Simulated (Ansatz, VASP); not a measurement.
**Os in VASP and in Ansatz**

INCAR

```
  PREC = Accurate
  ENCUT = 520
  EDIFF = 1E-7
  ISMEAR = 0
  SIGMA = 0.1
  LREAL = F
  LASPH = T
  NELM = 80
  ALGO = Normal
  ISIF = 2
  LWAVE = F
  LCHARG = F
  LDIPOL = T
  IDIPOL = 3
  DIPOL = 0.5 0.5 0.500
  GGA = PE
  NBANDS = 15
```

KPOINTS

```
Automatic mesh
0
Gamma
  6 6 1
```

POSCAR

```
Os
1.0
    3.1617380000      0.0000000000      0.0000000000
    0.0000000000      3.1617380000      0.0000000000
    0.0000000000      0.0000000000     15.0000000000
Os
2
Direct
    0.5000000000      0.0000000000      0.5089382400
    0.0000000000      0.5000000000      0.4910617600
```

Input for Ansatz:

```yaml
crystal:
  lattice:
    - [3.161738, 0.0, 0.0]
    - [0.0, 3.161738, 0.0]
    - [0.0, 0.0, 15.0]
  atoms:
    - { symbol: Os, position: [0.5, 0.0, 0.50893824] }
    - { symbol: Os, position: [0.0, 0.5, 0.49106176] }
  periodic: [true, true, false]
basis:
  ecutwfc: 420
kpoints:
  mp_grid: { grid: [6, 6, 1] }
hamiltonian:
  xc: pbe
scf:
  occupations: { method: gaussian, width: 0.1 }
  lower_state_search: "off"
output:
  forces: true
  stress: true
  eigenvalues: true
```

Alike in both runs: task single point; functional PBE; k mesh 6 × 6 × 1; occupations gaussian, width 0.1 eV; no spin polarisation.

|  | VASP | Ansatz |
| --- | --- | --- |
| version | VASP 6.6.1 | Ansatz 0.2.0 |
| potentials or method | VASP PAW PBE potentials, release 64 (Os), cutoff 520 eV | scalar-relativistic, plane waves, PAW |
| valence electrons in the cell | 16 | 32 |

|  | VASP | Ansatz | Ansatz less VASP |
| --- | --- | --- | --- |
| gap on the k mesh at the Fermi level (eV) | none | none | - |
| rms of the force components (eV/Å) | 0.647 | 0.755 | +0.1084 |

Atom by atom the forces differ by 0.108 eV/Å (rms over components). A gap of «none» marks a metal or a gap that the smearing closes. VASP's potentials hold 16 valence electrons a cell and Ansatz's 32, so a difference there can come from the potentials and not from the codes. Ansatz's warnings: slab cell height set.

Spin-orbit coupling is off throughout.
